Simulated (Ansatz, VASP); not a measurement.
**Sr in VASP and in Ansatz**

```
Sr
1.0
     4.13828    0.00000    0.00000
    -2.06914    3.58386    0.00000
     0.00000    0.00000   13.54213
Sr
4
Direct
  0.00000 0.00000 0.00000
  0.00000 0.00000 0.50000
  0.33333 0.66667 0.25000
  0.66667 0.33333 0.75000
```

Alike in both runs: task single point; functional PBEsol; k mesh 10 × 10 × 3; occupations fermi-dirac, width 0.1 eV; no spin polarisation.

|  | VASP | Ansatz |
| --- | --- | --- |
| version | VASP 6.6.1 | Ansatz 0.2.0 |
| potentials or method | VASP PAW PBE potentials, release 64 (Sr_sv), cutoff 520 eV | plane waves (420 eV) with PAW, scalar-relativistic |
| valence electrons in the cell | 40 | 40 |

```csv
,VASP,Ansatz,Ansatz less VASP
pressure (GPa),0.5,0.5,-0.01
```

VASP's potentials were made for PBE, not for PBEsol, and Ansatz warns of the same on its side.
